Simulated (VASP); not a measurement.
H2C18O, 21 atoms in the cell. The cell holds a slab with vacuum, 21 atoms: a = 7.398 Å, b = 7.398 Å, c = 13.000 Å, α = 90.00°, β = 90.00°, γ = 120.00°. 

```yaml
Program: VASP 6.6.1
Task: single point
Functional: PBE
Dispersion: D3(BJ)
Potentials_or_basis: VASP PAW PBE potentials, release 64 (C_h, O_h, H_h)
Cutoff: 910 eV
k_mesh: 2 × 2 × 1
Occupations: fermi-dirac, width 0.05 eV
Spin: no spin polarisation
Dipole_correction: no
Further_INCAR_settings: LREAL = Auto; ALGO = Normal; EDIFF = 1e-06; NBANDS = 56; NELMDL = -8
```

Potentials or basis: VASP PAW PBE potentials, release 64 (C_h, O_h, H_h).

Launch:

```sh
$ cat potpaw_PBE.64/C_h/POTCAR potpaw_PBE.64/O_h/POTCAR potpaw_PBE.64/H_h/POTCAR > POTCAR
$ mpirun -np 1 vasp_std > vasp.out
```

Hardware: 1 thread of AMD EPYC 9R45 96-Core Processor (Zen 5), with other jobs on the host.

How long does it take, and how much memory?

Run time: 12 min on 1 thread of AMD EPYC 9R45 96-Core Processor (Zen 5), with other jobs on the host, peak memory 1.5 GiB. Counts: scf iterations 25, k points 4.
